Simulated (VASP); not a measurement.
# MgO (NiAs type) (P6_3/mmc) in VASP: relaxation of cell and atoms with PBE

Aim: the relaxation of cell and atoms of MgO (NiAs type) with PBE.

Everything below comes from runs of VASP 6.6.1. Logs are shortened: lines on timing, memory, paths and dates and some standing lists are left out, and cuts for length are marked.

**1. The cell of the first run**

The structure is hexagonal, space group P6_3/mmc (No. 194). Conventional cell: a = 2.718 Å, b = 2.718 Å, c = 4.212 Å, α = 90.00°, β = 90.00°, γ = 120.00°. Within 2.5 Å of Mg (site symmetry -3m) lie 6 O at 1.89 Å and 2 Mg at 2.11 Å. O (site symmetry -6m2) has 6 Mg at 1.89 Å within 2.5 Å.

**2. Relaxation of cell and atoms, PBE, target pressure 110 GPa, at which the enthalpy is minimised**

File INCAR:

```
SYSTEM = MgO
PREC     = Accurate       ! precision mode
ENCUT    = 600            ! plane-wave cutoff, eV
EDIFF    = 1E-6           ! SCF threshold, eV
ISMEAR   = -1             ! smearing method
SIGMA    = 0.1            ! smearing width, eV
LREAL    = .FALSE.        ! projectors in reciprocal space
LASPH    = .TRUE.         ! aspherical terms in the spheres
NELM     = 100            ! most SCF steps
ALGO     = Normal         ! electronic algorithm
ISIF     = 3              ! what is computed and relaxed
LWAVE    = .FALSE.        ! write WAVECAR
LCHARG   = .FALSE.        ! write CHGCAR
GGA      = PE             ! functional
IBRION   = 2              ! ionic algorithm
NSW      = 60             ! ionic steps
EDIFFG   = -0.005         ! ionic threshold
PSTRESS  = 1100.0
```

File KPOINTS:

```
Automatic mesh
0
G
  11 11 7
  0 0 0
```

File POSCAR:

```
MgO
1.0
    2.7176141094      0.0000000000      0.0000000000
   -1.3588070547      2.3535228565      0.0000000000
    0.0000000000      0.0000000000      4.2123018696
Mg O
2 2
Direct
    0.0000000000      0.0000000000      0.0000000000
    0.0000000000      0.0000000000      0.5000000000
    0.3333333333      0.6666666667      0.2500000000
    0.6666666667      0.3333333333      0.7500000000
```

Potentials or basis: VASP PAW PBE potentials, release 64 (Mg, O).

The run is started by

```
> cat potpaw_PBE.64/Mg/POTCAR potpaw_PBE.64/O/POTCAR > POTCAR
> mpirun -np 1 vasp_std > vasp.out
```

OUTCAR:

```text
SYSTEM = MgO
   PREC = Accurate
   ENCUT = 600
   EDIFF = 1E-6
   ISMEAR = -1
   LREAL = .FALSE.
   LASPH = .TRUE.
   NELM = 100
   ISIF = 3
   GGA = PE
   IBRION = 2
   NSW = 60
   EDIFFG = -0.005
   PSTRESS = 1100.0

 ion  position               nearest neighbor table
   1  0.000  0.000  0.000-   3 1.89   4 1.89   4 1.89   3 1.89   4 1.89   3 1.89   2 2.11   2 2.11
                             2 3.44   2 3.44   2 3.44   2 3.44   2 3.44   2 3.44   2 3.44   2 3.44
   2  0.000  0.000  0.500-   3 1.89   4 1.89   4 1.89   3 1.89   4 1.89   3 1.89   1 2.11   1 2.11
                             1 3.44   1 3.44   1 3.44   1 3.44   1 3.44   1 3.44   1 3.44   1 3.44
   3  0.333  0.667  0.250-   1 1.89   2 1.89   1 1.89   2 1.89   1 1.89   2 1.89
   4  0.667  0.333  0.750-   1 1.89   2 1.89   1 1.89   2 1.89   1 1.89   2 1.89

  LATTYP: Found a hexagonal cell.
 ALAT       =     2.7176141094
 C/A-ratio  =     1.5500000000

  Lattice vectors:

 A1 = (   2.7176141094,   0.0000000000,   0.0000000000)
 A2 = (  -1.3588070547,   2.3535228565,   0.0000000000)
 A3 = (   0.0000000000,   0.0000000000,   4.2123018696)

Analysis of symmetry for initial positions (statically):
=====================================================================
 Subroutine PRICEL returns:
 Original cell was already a primitive cell.

 Routine SETGRP: Setting up the symmetry group for a
 hexagonal supercell.

 Subroutine GETGRP returns: Found 24 space group operations
 (whereof 12 operations were pure point group operations)
 out of a pool of 24 trial point group operations.

The static configuration has the point symmetry D_3d.
 The point group associated with its full space group is D_6h.

Analysis of symmetry for dynamics (positions and initial velocities):
=====================================================================
 Subroutine PRICEL returns:
 Original cell was already a primitive cell.

 Routine SETGRP: Setting up the symmetry group for a
 hexagonal supercell.

 Subroutine GETGRP returns: Found 24 space group operations
 (whereof 12 operations were pure point group operations)
 out of a pool of 24 trial point group operations.

The dynamic configuration has the point symmetry D_3d.
 The point group associated with its full space group is D_6h.

 Subroutine INISYM returns: Found 24 space group operations
 (whereof 12 operations are pure point group operations),
 and found     1 'primitive' translations

----------------------------------------------------------------------------------------

[... 116 lines left out ...]
     AMIX_MAG =   1.60;   BMIX_MAG =  1.00
  volume/ion in A,a.u.               =       6.74        45.45
  Fermi-wavevector in a.u.,A,eV,Ry     =   1.376067  2.600390 25.763455  1.893561
  Thomas-Fermi vector in A             =   2.501346
   LORBIT       =      0    0 simple, 1 ext, 2 COOP (PROOUT), +10 PAW based schemes
   GGA     = PE    functional components
   LHFCALC =     F    Hartree Fock is set to
   AEXX    =    0.0000 exact exchange contribution
   IVDW    =     0    specifies the selected vdW correction
   LEPSILON=     F    determine dielectric tensor
   LRPA    =     F    only Hartree local field effects (RPA)
 conjugate gradient relaxation of ions
 non-spin polarized calculation
  energy-cutoff  :      600.00
  volume of cell :       26.94
 maximum number of plane-waves:       929
 NGX is ok and might be reduce to    24
   NGX = 11   NGY = 11   NGZ = 17

--------------------------------------- Ionic step        1  -------------------------------------------

 number of electron      16.0000001 magnetization

 Free energy of the ion-electron system (eV)
  ---------------------------------------------------
  ext. energy  EPLUGINS =         0.00000000
  ---------------------------------------------------
  free energy    TOTEN  =       -19.40349847 eV

  energy without entropy =      -19.40349847  energy(sigma->0) =      -19.40349847

------------------------ aborting loop because EDIFF is reached ----------------------------------------

  FORCE on cell =-STRESS in cart. coord.  units (eV):
  Direction    XX          YY          ZZ          XY          YZ          ZX
  --------------------------------------------------------------------------------------
  -------------------------------------------------------------------------------------
  Total       14.9199594     14.9199594     29.8948730      0.0000000     -0.0000000      0.0000000
  in kB      887.2633197    887.2633198   1777.7946659      0.0000000     -0.0000000      0.0000000
  external PRESSURE =      84.1071018 kB  Pullay stress =    1100.0000000 kB
[... 187 lines left out ...]
--------------------------------------- Ionic step        6  -------------------------------------------

 number of electron      16.0000010 magnetization

 Free energy of the ion-electron system (eV)
  ---------------------------------------------------
  ext. energy  EPLUGINS =         0.00000000
  ---------------------------------------------------
  free energy    TOTEN  =       -20.26278576 eV

  energy without entropy =      -20.26278576  energy(sigma->0) =      -20.26278576

 E-fermi :   8.4169     XC(G=0): -12.6696

 val. band max:        6.3585663237   @ k =   0.0000   0.0000   0.0000
 cond. band min:      14.3897592618   @ k =   0.0000   0.0000   0.0000
 fundamental gap:      8.0311929381
 Fermi energy:         8.4169489307

 k-point     1 :       0.0000    0.0000    0.0000
  band No.  band energies     occupation
      1     -13.1435      2.00000
      2     -11.2012      2.00000
      3      -0.3750      2.00000
      4       5.4719      2.00000
      5       5.4719      2.00000
      6       5.5191      2.00000
      7       6.3586      2.00000
      8       6.3586      2.00000
      9      14.3898      0.00000
     10      17.0894      0.00000
     11      20.5571      0.00000
     12      21.9903      0.00000
[... 331 lines left out ...]
 k-point    24 :       0.1818    0.0909    0.1429
  band No.  band energies     occupation
      1     -12.1902      2.00000
      2     -10.8867      2.00000
      3       0.8325      2.00000
      4       3.2207      2.00000
      5       3.4510      2.00000
      6       4.8736      2.00000
      7       5.0957      2.00000
      8       5.5688      2.00000
      9      16.3803      0.00000
     10      18.8630      0.00000
     11      20.8192      0.00000
     12      21.1706      0.00000

 [... further k-points ...]

------------------------ aborting loop because EDIFF is reached ----------------------------------------

  FORCE on cell =-STRESS in cart. coord.  units (eV):
  Direction    XX          YY          ZZ          XY          YZ          ZX
  --------------------------------------------------------------------------------------
  -------------------------------------------------------------------------------------
  Total       18.6953276     18.6953276     18.6625916      0.0000000     -0.0000000      0.0000000
  in kB     1100.8092949   1100.8092950   1098.8817502      0.0000000     -0.0000000      0.0000000
  external PRESSURE =       0.1667800 kB  Pullay stress =    1100.0000000 kB
[... 23 lines left out ...]
  energy  without entropy=      -20.2627857645  energy(sigma->0) =      -20.26278576

  enthalpy is  TOTEN    =        -1.5812026100 eV   P V=       18.6815831546

 reached required accuracy - stopping structural energy minimisation
```

OSZICAR:

```text
N       E                     dE             d eps       ncg     rms          rms(c)
DAV:   1     0.742766528972E+02    0.74277E+02   -0.98551E+03  1664   0.141E+03
DAV:   2    -0.201985465851E+02   -0.94475E+02   -0.88737E+02  1948   0.273E+02
DAV:   3    -0.231445172987E+02   -0.29460E+01   -0.29397E+01  1980   0.486E+01
DAV:   4    -0.231552076148E+02   -0.10690E-01   -0.10689E-01  1752   0.345E+00
[... 44 lines left out ...]
   5 F= -.15811976E+01 E0= -.15811976E+01  d E =-.215191E-01
       N       E                     dE             d eps       ncg     rms          rms(c)
DAV:   1    -0.202628001409E+02    0.77223E-02   -0.33735E-04  1652   0.207E-01    0.287E-02
DAV:   2    -0.202627862593E+02    0.13882E-04   -0.44990E-05  1716   0.657E-02    0.584E-03
DAV:   3    -0.202627857646E+02    0.49467E-06   -0.17453E-06  1372   0.127E-02
   6 F= -.15812026E+01 E0= -.15812026E+01  d E =-.215242E-01
```

CONTCAR:

```text
MgO
   1.00000000000000
     2.6094101489211523    0.0000000000000000    0.0000000000000000
    -1.3047050744605762    2.2598154779648199   -0.0000000000000000
    -0.0000000000000000   -0.0000000000000000    4.6144107294769192
  Mg              O
     2     2
Direct
     0.0000000000000000    1.0000000000000000    0.0000000000000000
     0.0000000000000000    1.0000000000000000    0.5000000000000000
     0.3333333332999970    0.6666666667000030    0.2500000000000000
     0.6666666667000030    0.3333333332999970    0.7500000000000000

  0.00000000E+00  0.00000000E+00  0.00000000E+00
  0.00000000E+00  0.00000000E+00  0.00000000E+00
  0.00000000E+00  0.00000000E+00  0.00000000E+00
  0.00000000E+00  0.00000000E+00  0.00000000E+00
```

It took 1.7 min on 1 thread of Intel Xeon Platinum 8259CL at 2.50GHz (Skylake/Cascade Lake), shared host; peak memory 0.18 GiB.

Results:

```yaml
Free_energy: -20.2628 eV
Relaxed_volume: 6.80 Å³/atom
Relaxed_cell: a = 2.609 Å, b = 2.609 Å, c = 4.614 Å, α = 90.00°, β = 90.00°, γ = 120.00°
Space_group_after_relaxing_to_0.1_Å: P6_3/mmc (No. 194)
Energy_change_on_relaxing_the_run_minimises_the_enthalpy: -214.8 meV/atom
Ionic_steps: 6
Pressure_after_relaxing: 110.0 GPa
Band_gap_on_the_k_mesh: 8.03 eV
```

Step by step:
```tsv
step	energy change (eV)	largest force (eV/Å)	pressure (GPa)	volume (Å³)
1	0.0000	0.0000	118.41	26.94
2	-1.3251	0.0000	93.27	28.06
3	-1.2350	0.0000	99.19	27.79
4	-0.0447	0.0000	132.84	26.14
5	-0.8670	0.0000	109.77	27.22
6	-0.8593	0.0000	110.02	27.21
```

Final structure:
```cif
data_structure
_symmetry_space_group_name_H-M 'P 1'
_symmetry_Int_Tables_number 1
_cell_length_a 2.6094
_cell_length_b 2.6094
_cell_length_c 4.6144
_cell_angle_alpha 90.000
_cell_angle_beta 90.000
_cell_angle_gamma 120.000
_cell_volume 27.21
loop_
_atom_site_label
_atom_site_type_symbol
_atom_site_fract_x
_atom_site_fract_y
_atom_site_fract_z
_atom_site_occupancy
Mg1 Mg 0.00000 0.00000 0.00000 1
Mg2 Mg 0.00000 0.00000 0.50000 1
O1 O 0.33333 0.66667 0.25000 1
O2 O 0.66667 0.33333 0.75000 1
```

Caveat: the cell is relaxed towards a set pressure, so the run minimises the enthalpy, not the energy; an odd mesh through Γ misses points on the zone boundary, where band edges can lie.
